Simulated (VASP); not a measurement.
# P4C (P1) in VASP: single point with PBE

Aim: the single point of P4C with PBE.

All numbers are computed with VASP 6.6.1; they aren't measurements. Logs are shortened: lines on timing, memory, paths and dates and some standing lists are left out, and cuts for length are marked.

### Step 1. The cell of the first run

The typed cell holds 10 atoms: a = 4.871 Å, b = 5.096 Å, c = 8.570 Å, α = 80.94°, β = 73.71°, γ = 68.07°.

### Step 2. Single point, PBE, collinear spin

Input file INCAR:

```
SYSTEM = P4C
ALGO = Normal
EDIFF = 1E-6
ENCUT = 600
GGA = PE
GGA_COMPAT = .False.
ISIF = 2
ISMEAR = 0
ISPIN = 2
LASPH = .True.
LCHARG = .False.
LORBIT = 11
LREAL = .False.
LWAVE = .False.
MAGMOM = 0 0 0 0 0 0 0 0 1 1
NBANDS = 39
NELM = 200
PREC = Accurate
SIGMA = 0.1
```

Input file KPOINTS:

```
k-points
0
Gamma
  4 4 2
  0 0 0
```

Input file POSCAR:

```
P4C
1.0
    4.8705424157      0.0000000000      0.0000000000
    1.9030835759      4.7275055542      0.0000000000
    2.4035173568      0.4870635353      8.2114267052
P C
8 2
Direct
    0.8876106205      0.2380061422      0.1179868875
    0.4423284896      0.9009252354      0.6808614210
    0.5561490757      0.1761187501      0.3757029734
    0.0557409860      0.7436382092      0.8653355899
    0.2232220818      0.6114510789      0.4021381418
    0.6125524438      0.0669694017      0.8426877833
    0.3528383440      0.9190471892      0.1019880963
    0.7710086690      0.4824209445      0.6007642901
    0.0503699810      0.9014534222      0.0344109929
    0.5481793086      0.4599696268      0.4781238236
```

Potentials or basis: VASP PAW PBE potentials, release 64 (P, C).

Command:

```
$ cat potpaw_PBE.64/P/POTCAR potpaw_PBE.64/C/POTCAR > POTCAR
$ mpirun -np 1 vasp_std > vasp.out
```

OUTCAR:

```text
SYSTEM = P4C
   EDIFF = 1E-6
   ENCUT = 600
   GGA = PE
   ISIF = 2
   ISMEAR = 0
   ISPIN = 2
   LASPH = .True.
   LORBIT = 11
   LREAL = .False.
   NELM = 200
   PREC = Accurate

 ion  position               nearest neighbor table
   1  0.888  0.238  0.118-   9 1.77   7 2.22   3 2.40
   2  0.442  0.901  0.681-   6 2.21   8 2.21   4 2.40   3 2.78
   3  0.556  0.176  0.376-  10 1.79   5 2.21   1 2.40   2 2.78
   4  0.056  0.744  0.865-   9 1.75   6 2.21   2 2.40
   5  0.223  0.611  0.402-  10 1.74   3 2.21   8 2.61   7 2.83
   6  0.613  0.067  0.843-   2 2.21   4 2.21   7 2.39   8 2.88
   7  0.353  0.919  0.102-   9 1.76   1 2.22   6 2.39   5 2.83
   8  0.771  0.482  0.601-  10 1.75   2 2.21   5 2.61   6 2.88
   9  0.050  0.901  0.034-   4 1.75   7 1.76   1 1.77
  10  0.548  0.460  0.478-   5 1.74   8 1.75   3 1.79

  Warning from LATTYP: Got some problem with cell dimensions!
  Tried to take original basis but could not verify dimensions!
  LATTYP: Found a triclinic cell.
 ALAT       =    10.6890720998
 B/A-ratio  =     1.1451002158
 C/A-ratio  =     1.5985242992
 COS(alpha) =     0.0045880763
 COS(beta)  =     0.6612149752
 COS(gamma) =     0.7484395488

  Lattice vectors:

 A1 = (  -5.3709761966,   4.2404420189,  -8.2114267052)
 A2 = (   1.4026497950,   8.9679475731,  -8.2114267052)
 A3 = ( -14.0476857641,  -5.2145690895,  -8.2114267052)

Analysis of symmetry for initial positions (statically):
=====================================================================
 Subroutine PRICEL returns:
 Original cell was already a primitive cell.

 Routine SETGRP: Setting up the symmetry group for a
 triclinic supercell.

 Subroutine GETGRP returns: Found  1 space group operations
 (whereof  1 operations were pure point group operations)
 out of a pool of  2 trial point group operations.

The static configuration has the point symmetry C_1 .

Analysis of symmetry for dynamics (positions and initial velocities):
=====================================================================
 Subroutine PRICEL returns:
 Original cell was already a primitive cell.

 Routine SETGRP: Setting up the symmetry group for a
 triclinic supercell.

 Subroutine GETGRP returns: Found  1 space group operations
 (whereof  1 operations were pure point group operations)
 out of a pool of  2 trial point group operations.

The dynamic configuration has the point symmetry C_1 .

Analysis of structural, dynamic, and magnetic symmetry:
=====================================================================
 Subroutine PRICEL returns:
 Original cell was already a primitive cell.

 Routine SETGRP: Setting up the symmetry group for a
 triclinic supercell.

 Subroutine GETGRP returns: Found  1 space group operations
 (whereof  1 operations were pure point group operations)
 out of a pool of  2 trial point group operations.

The overall configuration has the point symmetry C_1 .

 Subroutine INISYM returns: Found  1 space group operations
 (whereof  1 operations are pure point group operations),
 and found     1 'primitive' translations

----------------------------------------------------------------------------------------

                                     Primitive cell

  volume of cell :     189.0723

  direct lattice vectors                    reciprocal lattice vectors
     4.870542416  0.000000000  0.000000000     0.205315941 -0.082651071 -0.055194319
     1.903083576  4.727505554  0.000000000     0.000000000  0.211528043 -0.012546857
     2.403517357  0.487063535  8.211426705     0.000000000  0.000000000  0.121781517

  length of vectors
     4.870542416  5.096178555  8.569810681     0.228105783  0.211899827  0.121781517

  position of ions in fractional coordinates (direct lattice)
     0.887610620  0.238006142  0.117986888
     0.442328490  0.900925235  0.680861421
     0.556149076  0.176118750  0.375702973
     0.055740986  0.743638209  0.865335590
     0.223222082  0.611451079  0.402138142
     0.612552444  0.066969402  0.842687783
     0.352838344  0.919047189  0.101988096
     0.771008669  0.482420944  0.600764290
     0.050369981  0.901453422  0.034410993
     0.548179309  0.459969627  0.478123824

  ion indices of the primitive-cell ions
   primitive index   ion index
                 1           1
                 2           2
                 3           3
                 4           4
                 5           5
                 6           6
                 7           7
                 8           8
                 9           9
                10          10

----------------------------------------------------------------------------------------

 KPOINTS: k-points

Automatic generation of k-mesh.
 Grid dimensions read from file:
 generate k-points for:    4    4    2

 Generating k-lattice:

  Cartesian coordinates                     Fractional coordinates (reciprocal lattice)
     0.051328985 -0.020662768 -0.013798580     0.250000000  0.000000000  0.000000000
     0.000000000  0.052882011 -0.003136714     0.000000000  0.250000000  0.000000000
     0.000000000  0.000000000  0.060890758     0.000000000  0.000000000  0.500000000

  Length of vectors
     0.057026446  0.052974957  0.060890758

  Shift w.r.t. Gamma in fractional coordinates (k-lattice)
     0.000000000  0.000000000  0.000000000

 Subroutine IBZKPT returns following result:
 ===========================================

 Found     20 irreducible k-points:

 Following reciprocal coordinates:
            Coordinates               Weight
  0.000000  0.000000  0.000000      1.000000
  0.250000  0.000000  0.000000      2.000000
  0.500000  0.000000  0.000000      1.000000
  0.000000  0.250000  0.000000      2.000000
  0.250000  0.250000  0.000000      2.000000
  0.500000  0.250000  0.000000      2.000000
[... 12 lines left out ...]
  0.250000  0.500000  0.500000      2.000000
  0.500000  0.500000  0.500000      1.000000
   k-points           NKPTS =     20   k-points in BZ     NKDIM =     20   number of bands    NBANDS=     39
   number of dos      NEDOS =    301   number of ions     NIONS =     10
   total plane-waves  NPLWV = 117600
   dimension x,y,z NGX =    40 NGY =   42 NGZ =   70
   dimension x,y,z NGXF=    80 NGYF=   84 NGZF=  140
   ions per type =               8   2
   NGX,Y,Z   is equivalent  to a cutoff of  13.65, 13.70, 13.58 a.u.
   NGXF,Y,Z  is equivalent  to a cutoff of  27.31, 27.40, 27.16 a.u.
 SYSTEM =  P4C
   PREC   = accura    normal or accurate (medium, high low for compatibility)
   ISTART =      0    job   : 0-new  1-cont  2-samecut
   ICHARG =      2    charge: 1-file 2-atom 10-const
   ISPIN  =      2    spin polarized calculation?
   LNONCOLLINEAR =      F non collinear calculations
   LSORBIT =      F    spin-orbit coupling
   LASPH  =      T    aspherical Exc in radial PAW
   ENCUT  =  600.0 eV  44.10 Ry    6.64 a.u.   9.73 10.18 17.12*2*pi/ulx,y,z
   NELM   =    200;   NELMIN=  2; NELMDL= -5     # of ELM steps
   EDIFF  = 0.1E-05   stopping-criterion for ELM
   LREAL  =      F    real-space projection
[... 7 lines left out ...]
   TEBEG  =    0.0;   TEEND  =   0.0 temperature during run
   PSTRESS=    0.0 pullay stress
   NELECT =      48.0000    total number of electrons
   NUPDOWN=      -1.0000    fix difference up-down
   EMIN   =  10.00;   EMAX   =-10.00  energy-range for DOS
   EFERMI =   0.00;   METHOD = LEGACY
   ISMEAR =     0;   SIGMA  =   0.10  broadening in eV -4-tet -1-fermi 0-gaus
   EFERMI_NEDOS =   21; number of points for ismear=-14 and -15
   IALGO  =     38    algorithm
   IMIX   =      4    mixing-type and parameters
     AMIX     =   0.40;   BMIX     =  1.00
     AMIX_MAG =   1.60;   BMIX_MAG =  1.00
  volume/ion in A,a.u.               =      18.91       127.59
  Fermi-wavevector in a.u.,A,eV,Ry     =   1.036603  1.958896 14.620091  1.074546
  Thomas-Fermi vector in A             =   2.171002
   LORBIT       =     11    0 simple, 1 ext, 2 COOP (PROOUT), +10 PAW based schemes
   GGA     = PE    functional components
   LHFCALC =     F    Hartree Fock is set to
   AEXX    =    0.0000 exact exchange contribution
   IVDW    =     0    specifies the selected vdW correction
   LEPSILON=     F    determine dielectric tensor
   LRPA    =     F    only Hartree local field effects (RPA)
 spin polarized calculation
 Gauss-broadening in eV      SIGMA  =   0.10
  energy-cutoff  :      600.00
  volume of cell :      189.07
 maximum number of plane-waves:      6332
 NGX is ok and might be reduce to    40
   NGX = 19   NGY = 21   NGZ = 35

 number of electron      48.0000000 magnetization       0.0002500

 number of electron      48.0000000 magnetization      -0.0001011

 Free energy of the ion-electron system (eV)
  ---------------------------------------------------
  ext. energy  EPLUGINS =         0.00000000
  ---------------------------------------------------
  free energy    TOTEN  =       -56.94872563 eV

  energy without entropy =      -56.93995741  energy(sigma->0) =      -56.94434152

 E-fermi :   4.9255     XC(G=0):  -9.3109

 val. band max:        4.8907719216   @ k =   0.5000   0.0000   0.5000
 cond. band min:       4.9772869329   @ k =   0.2500   0.0000   0.5000
 fundamental gap:      0.0865150113
 Fermi energy:         4.9255451908

 spin component 1

 k-point     1 :       0.0000    0.0000    0.0000
  band No.  band energies     occupation
      1     -11.1962      1.00000
      2     -10.5999      1.00000
      3      -8.7481      1.00000
      4      -6.8258      1.00000
      5      -5.7381      1.00000
      6      -4.9076      1.00000
[... 28 lines left out ...]
     35      10.0503      0.00000
     36      10.5600      0.00000
[... 709 lines left out ...]
      5      -6.8667      1.00000
      6      -5.5010      1.00000
[... 28 lines left out ...]
     35       9.4825      0.00000
     36      10.1113      0.00000
 Fermi energy:         4.9255451908

 spin component 2

 k-point     1 :       0.0000    0.0000    0.0000
  band No.  band energies     occupation
      1     -11.1962      1.00000
      2     -10.5999      1.00000
      3      -8.7481      1.00000
      4      -6.8258      1.00000
      5      -5.7382      1.00000
      6      -4.9076      1.00000
[... 28 lines left out ...]
     35      10.0502      0.00000
     36      10.5600      0.00000
[... 709 lines left out ...]
      5      -6.8667      1.00000
      6      -5.5010      1.00000
[... 28 lines left out ...]
     35       9.4825      0.00000
     36      10.1113      0.00000
 [bands above 36 left out]

------------------------ aborting loop because EDIFF is reached ----------------------------------------

  FORCE on cell =-STRESS in cart. coord.  units (eV):
  Direction    XX          YY          ZZ          XY          YZ          ZX
  --------------------------------------------------------------------------------------
  -------------------------------------------------------------------------------------
  Total       -0.0555371      0.6176537      0.9061469     -0.0633288     -0.5380222      0.0449718
  in kB       -0.4706150      5.2339268      7.6785852     -0.5366411     -4.5591386      0.3810858
  external PRESSURE =       4.1472990 kB  Pullay stress =       0.0000000 kB

 VOLUME and BASIS-vectors are now :
 -----------------------------------------------------------------------------
  energy-cutoff  :      600.00
  volume of cell :      189.07
      direct lattice vectors                 reciprocal lattice vectors
     4.870542416  0.000000000  0.000000000     0.205315941 -0.082651071 -0.055194319
     1.903083576  4.727505554  0.000000000     0.000000000  0.211528043 -0.012546857
     2.403517357  0.487063535  8.211426705     0.000000000  0.000000000  0.121781517

 POSITION                                       TOTAL-FORCE (eV/Angst)
 -----------------------------------------------------------------------------------
      5.05967      1.18264      0.96884        -0.217072     -0.167442     -0.089653
      5.50538      4.59075      5.59084        -0.123095      0.049532     -0.084605
      3.94692      1.01559      3.08506         0.182813     -0.013580     -0.006893
      3.76654      3.93703      7.10564         0.099320      0.020356      0.302694
      3.21740      3.08651      3.30213        -0.158966      0.064731      0.053561
      5.13633      0.72704      6.91967         0.027089     -0.006565     -0.220187
      3.71267      4.39448      0.83747         0.176218     -0.038622      0.140050
      6.11727      2.57326      4.93313        -0.229569      0.123858     -0.031597
      2.04358      4.27839      0.28256        -0.123309      0.013532     -0.097129
      4.69447      2.40739      3.92608         0.366571     -0.045800      0.033760
 -----------------------------------------------------------------------------------
    total drift:                               -0.000045     -0.000102      0.000210

  FREE ENERGIE OF THE ION-ELECTRON SYSTEM (eV)
  ---------------------------------------------------
  free  energy   TOTEN  =       -56.9487256346 eV

  energy  without entropy=      -56.9399574110  energy(sigma->0) =      -56.94434152

 total charge

# of ion       s       p       d       tot
------------------------------------------
    1        1.091   1.366   0.000   2.457
    2        1.085   1.368   0.000   2.453
    3        1.104   1.336   0.000   2.440
    4        1.083   1.374   0.000   2.457
    5        1.100   1.343   0.000   2.443
    6        1.092   1.363   0.000   2.455
    7        1.105   1.341   0.000   2.446
    8        1.084   1.365   0.000   2.449
    9        0.858   1.624   0.000   2.483
   10        0.855   1.627   0.000   2.483
--------------------------------------------------
tot         10.459  14.108   0.000  24.567

 magnetization (x)

# of ion       s       p       d       tot
------------------------------------------
    1        0.000  -0.000   0.000   0.000
    2        0.000  -0.000   0.000  -0.000
    3        0.000   0.000   0.000   0.000
    4        0.000   0.000   0.000   0.000
    5        0.000  -0.000   0.000   0.000
    6        0.000  -0.000   0.000  -0.000
    7        0.000   0.000   0.000   0.000
    8        0.000  -0.000   0.000  -0.000
    9       -0.000  -0.000   0.000  -0.000
   10       -0.000  -0.000   0.000  -0.000
--------------------------------------------------
tot          0.000  -0.000   0.000  -0.000
```

Run time: 6.9 min. Hardware: 1 thread of Intel Xeon Platinum 8259CL at 2.50GHz (Skylake/Cascade Lake), shared host; peak memory 0.54 GiB.

Results:

| Quantity | Value |
| --- | --- |
| Free energy | -56.9487 eV |
| Pressure | 0.4 GPa |
| Largest force | 0.371 eV/Å |
| Band gap on the k mesh | zero (filled and empty bands overlap) |
| Net moment | 0.00 μB per cell |
| Valence electrons inside the program's atomic spheres | P 2.46, 2.45, 2.44 (each value once); C 2.48 |

Forces on the atoms (eV/Å):
```
P   -0.217 -0.167 -0.090
P   -0.123  0.050 -0.085
P    0.183 -0.014 -0.007
P    0.099  0.020  0.303
P   -0.159  0.065  0.054
P    0.027 -0.007 -0.220
P    0.176 -0.039  0.140
P   -0.230  0.124 -0.032
C   -0.123  0.014 -0.097
C    0.367 -0.046  0.034
```

Caveat: the k points lie up to 0.38 Å⁻¹ apart, too coarse for converged energies and pressures of a metal.
